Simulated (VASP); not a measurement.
# Cu (Fm-3m) in VASP: notebook

Cu is run at these levels: PBE; tasks: single point, relaxation of cell and atoms.

Program: VASP 6.6.1. These are calculated values, not measurements. Logs are shortened: lines on timing, memory, paths and dates and some standing lists are left out, and cuts for length are marked.

**1. The cell of the first run**

The structure is cubic, space group Fm-3m (No. 225). Conventional cell: a = 3.630 Å, b = 3.630 Å, c = 3.630 Å, α = 90.00°, β = 90.00°, γ = 90.00°. Cu (site symmetry m-3m) has 12 Cu at 2.57 Å within 3.4 Å.

**2. Single point, PBE**

Contents of INCAR:

```
ALGO = Normal
EDIFF = 1E-6
ENCUT = 600
GGA = PE
GGA_COMPAT = False
ISIF = 2
ISMEAR = 1
LASPH = True
LCHARG = False
LREAL = False
LWAVE = False
NBANDS = 12
NELM = 120
PREC = Accurate
SIGMA = 0.1
```

Contents of KPOINTS:

```
k-points
0
Gamma
  18 18 18
```

Contents of POSCAR:

```
Cu
1.0
    0.0000000000      1.8151750322      1.8151750322
    1.8151750322      0.0000000000      1.8151750322
    1.8151750322      1.8151750322      0.0000000000
Cu
1
Direct
    0.0000000000      0.0000000000      0.0000000000
```

Potentials or basis: VASP PAW PBE potentials, release 64 (Cu).

On the command line:

```sh
cat potpaw_PBE.64/Cu/POTCAR > POTCAR
mpirun -np 1 vasp_std > vasp.out
```

OUTCAR:

```text
EDIFF = 1E-6
   ENCUT = 600
   GGA = PE
   ISIF = 2
   ISMEAR = 1
   LASPH = True
   LREAL = False
   NELM = 120
   PREC = Accurate

 ion  position               nearest neighbor table
   1  0.000  0.000  0.000-

  LATTYP: Found a face centered cubic cell.
 ALAT       =     3.6303500644

  Lattice vectors:

 A1 = (   0.0000000000,   1.8151750322,   1.8151750322)
 A2 = (   1.8151750322,   0.0000000000,   1.8151750322)
 A3 = (   1.8151750322,   1.8151750322,   0.0000000000)

Analysis of symmetry for initial positions (statically):
=====================================================================
 Subroutine PRICEL returns:
 Original cell was already a primitive cell.

 Routine SETGRP: Setting up the symmetry group for a
 face centered cubic supercell.

 Subroutine GETGRP returns: Found 48 space group operations
 (whereof 48 operations were pure point group operations)
 out of a pool of 48 trial point group operations.

The static configuration has the point symmetry O_h .

Analysis of symmetry for dynamics (positions and initial velocities):
=====================================================================
 Subroutine PRICEL returns:
 Original cell was already a primitive cell.

 Routine SETGRP: Setting up the symmetry group for a
 face centered cubic supercell.

 Subroutine GETGRP returns: Found 48 space group operations
 (whereof 48 operations were pure point group operations)
 out of a pool of 48 trial point group operations.

The dynamic configuration has the point symmetry O_h .

 Subroutine INISYM returns: Found 48 space group operations
 (whereof 48 operations are pure point group operations),
 and found     1 'primitive' translations

----------------------------------------------------------------------------------------

                                     Primitive cell

  volume of cell :      11.9615

  direct lattice vectors                    reciprocal lattice vectors
     0.000000000  1.815175032  1.815175032    -0.275455530  0.275455530  0.275455530
     1.815175032  0.000000000  1.815175032     0.275455530 -0.275455530  0.275455530
     1.815175032  1.815175032  0.000000000     0.275455530  0.275455530 -0.275455530

  length of vectors
     2.567045149  2.567045149  2.567045149     0.477102973  0.477102973  0.477102973

  position of ions in fractional coordinates (direct lattice)
     0.000000000  0.000000000  0.000000000

  ion indices of the primitive-cell ions
   primitive index   ion index
                 1           1

----------------------------------------------------------------------------------------

 KPOINTS: k-points

Automatic generation of k-mesh.
 Grid dimensions read from file:
 generate k-points for:   18   18   18

 Generating k-lattice:

  Cartesian coordinates                     Fractional coordinates (reciprocal lattice)
    -0.015303085  0.015303085  0.015303085     0.055555556  0.000000000  0.000000000
     0.015303085 -0.015303085  0.015303085     0.000000000  0.055555556  0.000000000
     0.015303085  0.015303085 -0.015303085     0.000000000  0.000000000  0.055555556

  Length of vectors
     0.026505721  0.026505721  0.026505721

  Shift w.r.t. Gamma in fractional coordinates (k-lattice)
     0.000000000  0.000000000  0.000000000

 Subroutine IBZKPT returns following result:
 ===========================================

 Found    195 irreducible k-points:

 Following reciprocal coordinates:
            Coordinates               Weight
  0.000000  0.000000  0.000000      1.000000
  0.055556  0.000000  0.000000      8.000000
  0.111111  0.000000  0.000000      8.000000
  0.166667  0.000000  0.000000      8.000000
  0.222222  0.000000  0.000000      8.000000
  0.277778  0.000000  0.000000      8.000000
[... 16 lines left out ...]
 -0.277778  0.055556  0.000000     24.000000
 -0.222222  0.055556  0.000000     24.000000
 [... further k-points ...]
   k-points           NKPTS =    195   k-points in BZ     NKDIM =    195   number of bands    NBANDS=     12
   number of dos      NEDOS =    301   number of ions     NIONS =      1
   total plane-waves  NPLWV =  13824
   dimension x,y,z NGX =    24 NGY =   24 NGZ =   24
   dimension x,y,z NGXF=    48 NGYF=   48 NGZF=   48
   ions per type =               1
   NGX,Y,Z   is equivalent  to a cutoff of  15.54, 15.54, 15.54 a.u.
   NGXF,Y,Z  is equivalent  to a cutoff of  31.09, 31.09, 31.09 a.u.
 SYSTEM =  unknown system
   PREC   = accura    normal or accurate (medium, high low for compatibility)
   ISTART =      0    job   : 0-new  1-cont  2-samecut
   ICHARG =      2    charge: 1-file 2-atom 10-const
   ISPIN  =      1    spin polarized calculation?
   LNONCOLLINEAR =      F non collinear calculations
   LSORBIT =      F    spin-orbit coupling
   LASPH  =      T    aspherical Exc in radial PAW
   ENCUT  =  600.0 eV  44.10 Ry    6.64 a.u.   5.13  5.13  5.13*2*pi/ulx,y,z
   NELM   =    120;   NELMIN=  2; NELMDL= -5     # of ELM steps
   EDIFF  = 0.1E-05   stopping-criterion for ELM
   LREAL  =      F    real-space projection
   EDIFFG = 0.1E-04   stopping-criterion for IOM
   NSW    =      0    number of steps for IOM
   IBRION =     -1    ionic relax: 0-MD 1-quasi-New 2-CG
   NFREE  =      0    steps in history (QN), initial steepest desc. (CG)
   ISIF   =      2    stress and relaxation
   ISYM   =      2    0-nonsym 1-usesym 2-fastsym
   POTIM  = 0.5000    time-step for ionic-motion
   TEBEG  =    0.0;   TEEND  =   0.0 temperature during run
   PSTRESS=    0.0 pullay stress
   NELECT =      11.0000    total number of electrons
   NUPDOWN=      -1.0000    fix difference up-down
   EMIN   =  10.00;   EMAX   =-10.00  energy-range for DOS
   EFERMI =   0.00;   METHOD = LEGACY
   ISMEAR =     1;   SIGMA  =   0.10  broadening in eV -4-tet -1-fermi 0-gaus
   EFERMI_NEDOS =   21; number of points for ismear=-14 and -15
   IALGO  =     38    algorithm
   IMIX   =      4    mixing-type and parameters
     AMIX     =   0.40;   BMIX     =  1.00
     AMIX_MAG =   1.60;   BMIX_MAG =  1.00
  volume/ion in A,a.u.               =      11.96        80.72
  Fermi-wavevector in a.u.,A,eV,Ry     =   1.592003  3.008449 34.483607  2.534474
  Thomas-Fermi vector in A             =   2.690456
   LORBIT       =      0    0 simple, 1 ext, 2 COOP (PROOUT), +10 PAW based schemes
   GGA     = PE    functional components
   LHFCALC =     F    Hartree Fock is set to
   AEXX    =    0.0000 exact exchange contribution
   IVDW    =     0    specifies the selected vdW correction
   LEPSILON=     F    determine dielectric tensor
   LRPA    =     F    only Hartree local field effects (RPA)
 non-spin polarized calculation
 Methfessel and Paxton  Order N= 1 SIGMA  =   0.10
  energy-cutoff  :      600.00
  volume of cell :       11.96
 maximum number of plane-waves:       411
 NGX is ok and might be reduce to    24
   NGX = 11   NGY = 11   NGZ = 11

 number of electron      10.9999998 magnetization

 Free energy of the ion-electron system (eV)
  ---------------------------------------------------
  ext. energy  EPLUGINS =         0.00000000
  ---------------------------------------------------
  free energy    TOTEN  =        -3.72836370 eV

  energy without entropy =       -3.72839380  energy(sigma->0) =       -3.72837373

 E-fermi :   7.3994     XC(G=0): -12.6514

 val. band max:        7.3477771799   @ k =   0.5000   0.3333   0.1667
 cond. band min:       7.4084431467   @ k =   0.5000   0.2778   0.1111
 fundamental gap:      0.0606659667
 Fermi energy:         7.3994428862

 k-point     1 :       0.0000    0.0000    0.0000
  band No.  band energies     occupation
      1      -1.8254      2.00000
      2       4.4477      2.00000
      3       4.4477      2.00000
      4       4.4477      2.00000
      5       5.2539      2.00000
      6       5.2539      2.00000
      7      29.9211      0.00000
      8      32.4676      0.00000
      9      32.4676      0.00000
     10      32.4676      0.00000
     11      34.9511      0.00000
     12      34.9511      0.00000

 k-point     2 :       0.0556    0.0000    0.0000
  band No.  band energies     occupation
      1      -1.7139      2.00000
      2       4.4242      2.00000
      3       4.4687      2.00000
      4       4.4687      2.00000
      5       5.2456      2.00000
      6       5.2456      2.00000
      7      29.2580      0.00000
      8      31.1304      0.00000
      9      32.1029      0.00000
     10      32.1029      0.00000
     11      35.4756      0.00000
     12      35.4756      0.00000

 k-point     3 :       0.1111    0.0000    0.0000
  band No.  band energies     occupation
      1      -1.3830      2.00000
      2       4.3605      2.00000
      3       4.5232      2.00000
      4       4.5232      2.00000
      5       5.2286      2.00000
      6       5.2286      2.00000
      7      26.8098      0.00000
      8      30.5797      0.00000
      9      31.4361      0.00000
     10      31.4361      0.00000
     11      36.5709      0.00000
     12      36.5709      0.00000
[... 286 lines left out ...]
 k-point    23 :      -0.2778    0.0556    0.0000
  band No.  band energies     occupation
      1       1.0725      2.00000
      2       4.2130      2.00000
      3       4.5523      2.00000
      4       4.5952      2.00000
      5       5.3471      2.00000
      6       5.6081      2.00000
      7      17.6754      0.00000
      8      26.9431      0.00000
      9      30.2849      0.00000
     10      31.3985      0.00000
     11      33.3939      0.00000
     12      34.9703      0.00000

 k-point    24 :      -0.2222    0.0556    0.0000
  band No.  band energies     occupation
      1       0.2306      2.00000
      2       4.1628      2.00000
      3       4.6015      2.00000
      4       4.6390      2.00000
      5       5.2077      2.00000
      6       5.4464      2.00000
      7      20.2987      0.00000
      8      27.2370      0.00000
      9      30.9341      0.00000
     10      31.9505      0.00000
     11      34.5414      0.00000
     12      35.1542      0.00000

 [... further k-points ...]

------------------------ aborting loop because EDIFF is reached ----------------------------------------

  FORCE on cell =-STRESS in cart. coord.  units (eV):
  Direction    XX          YY          ZZ          XY          YZ          ZX
  --------------------------------------------------------------------------------------
  -------------------------------------------------------------------------------------
  Total        0.0512114      0.0512114      0.0512114      0.0000000     -0.0000000      0.0000000
  in kB        6.8594881      6.8594881      6.8594881      0.0000000     -0.0000000      0.0000000
  external PRESSURE =       6.8594881 kB  Pullay stress =       0.0000000 kB

 VOLUME and BASIS-vectors are now :
 -----------------------------------------------------------------------------
  energy-cutoff  :      600.00
  volume of cell :       11.96
      direct lattice vectors                 reciprocal lattice vectors
     0.000000000  1.815175032  1.815175032    -0.275455530  0.275455530  0.275455530
     1.815175032  0.000000000  1.815175032     0.275455530 -0.275455530  0.275455530
     1.815175032  1.815175032  0.000000000     0.275455530  0.275455530 -0.275455530

 POSITION                                       TOTAL-FORCE (eV/Angst)
 -----------------------------------------------------------------------------------
      0.00000      0.00000      0.00000         0.000000      0.000000      0.000000
 -----------------------------------------------------------------------------------
    total drift:                               -0.000000      0.000000     -0.000000

  FREE ENERGIE OF THE ION-ELECTRON SYSTEM (eV)
  ---------------------------------------------------
  free  energy   TOTEN  =        -3.7283636953 eV

  energy  without entropy=       -3.7283937979  energy(sigma->0) =       -3.72837373
```

It took 20 s on 1 thread of Intel Xeon Platinum 8259CL at 2.50GHz (Skylake/Cascade Lake), shared host; peak memory 0.16 GiB.

What came out:

* Free energy: -3.7284 eV
* Pressure: 0.7 GPa
* Band gap on the k mesh: zero (an odd number of electrons rules out a gap without spin polarisation)

Levels at points of the mesh, in eV from the Fermi level:
```tsv
k point	band 3	band 4	band 5	band 6	band 7	band 8	band 9	band 10
(0.00, 0.00, 0.00)	-2.95	-2.95	-2.15	-2.15	22.52	25.07	25.07	25.07
(0.50, 0.00, 0.00)	-2.98	-1.59	-1.59	-0.94	3.73	21.02	21.90	21.90
(0.50, 0.50, 0.00)	-1.61	-1.45	-1.45	1.54	7.06	13.01	13.01	17.48
```

**3. Relaxation of cell and atoms, PBE**

This run uses another cell than the first one, of 11.45 Å³/atom.

Contents of INCAR:

```
PREC = Accurate
ENCUT = 600
EDIFF = 1E-7
ISMEAR = 1
SIGMA = 0.1
LREAL = F
LASPH = T
NELM = 120
ALGO = Normal
ISIF = 3
LWAVE = F
LCHARG = F
GGA = PE
IBRION = 2
NSW = 80
EDIFFG = -0.005
GGA_COMPAT = F
NELMIN = 4
```

Contents of KPOINTS:

```
regular mesh
0
Gamma
  18 18 18
```

Contents of POSCAR:

```
Cu
1.0
    0.0000000000      1.7887153000      1.7887153000
    1.7887153000      0.0000000000      1.7887153000
    1.7887153000      1.7887153000      0.0000000000
Cu
1
Direct
    0.0000000000      0.0000000000      0.0000000000
```

Potentials or basis: VASP PAW PBE potentials, release 64 (Cu).

On the command line:

```sh
cat potpaw_PBE.64/Cu/POTCAR > POTCAR
mpirun -np 1 vasp_std > vasp.out
```

It took 46 s on 1 thread of Intel Xeon Platinum 8259CL at 2.50GHz (Skylake/Cascade Lake), shared host; peak memory 0.14 GiB.

It converged, with:

```
Free energy                           : -3.7284 eV
Relaxed volume                        : 12.02 Å³/atom
Relaxed cell                          : a = 2.571 Å, b = 2.571 Å, c = 2.571 Å, α = 60.00°, β = 60.00°, γ = 60.00°
Space group after relaxing (to 0.1 Å) : Fm-3m (No. 225)
Energy gained by relaxing             : 12.8 meV/atom
Ionic steps                           : 3
Pressure after relaxing               : 0.0 GPa
Band gap on the k mesh                : zero (an odd number of electrons rules out a gap without spin polarisation)
```

The path:
```
step  energy change (eV)  largest force (eV/Å)  pressure (GPa)  volume (Å³)
   1              0.0000                0.0000            7.56        11.45
   2             -0.0088                0.0000           -3.60        12.36
   3             -0.0128                0.0000            0.00        12.02
```

Final structure:
```yaml
crystal:
  lattice:
    - [0.00000, 1.81803, 1.81803]
    - [1.81803, 0.00000, 1.81803]
    - [1.81803, 1.81803, 0.00000]
  atoms:
    - { symbol: Cu, position: [0.00000, 0.00000, 0.00000] }
```

Levels at points of the mesh, in eV from the Fermi level:
```tsv
k point	band 4	band 5	band 6	band 7	band 8	band 9
(0.00, 0.00, 0.00)	-2.94	-2.14	-2.14	22.48	24.99	24.99
(0.50, 0.00, 0.00)	-1.58	-1.58	-0.92	3.70	20.98	21.83
(0.50, 0.50, 0.00)	-1.44	-1.44	1.54	7.03	12.98	12.98
```
